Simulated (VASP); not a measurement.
The system is GaCo.

```xyz
2
Lattice="2.8780 0.0000 0.0000 0.0000 2.8780 0.0000 0.0000 0.0000 2.8780" Properties=species:S:1:pos:R:3 pbc="T T T"
Ga    1.4390    1.4390    1.4390
Co    0.0000    0.0000    0.0000
```

Base run:

- Program: VASP 6.6.1
- Functional: PBE
- Potentials or basis: VASP PAW PBE potentials, release 64 (Ga_d, Co)
- Cutoff: 520 eV
- k mesh: 8 × 8 × 8
- Occupations: fermi-dirac, width 0.05 eV
- Spin: collinear spin, ferromagnetic start
- Starting moments: [0.0, 4.0] μB
- Fixed moment: 4 μB

Its results: pressure 56.9 GPa; site moments Ga +0.62; Co +3.01 μB.

Task: After a change of settings the same cell gave: pressure 17.3 GPa; site moments Ga +0.12; Co +1.80 μB. Which change was it?
A. fixed moment from 4 μB to 2 μB; moments at the start from [0.0, 4.0] to [0.0, 2.0]
B. fixed moment from 4 μB to 1 μB; moments at the start from [0.0, 4.0] to [0.0, 1.0]
C. fixed moment from 4 μB to 0.5 μB; moments at the start from [0.0, 4.0] to [0.0, 0.5]
D. fixed moment from 4 μB to 2.5 μB; moments at the start from [0.0, 4.0] to [0.0, 2.5]

Result: A.

Caveats: the cell stands under pressure; the total moment is fixed, so each spin has its own Fermi level.
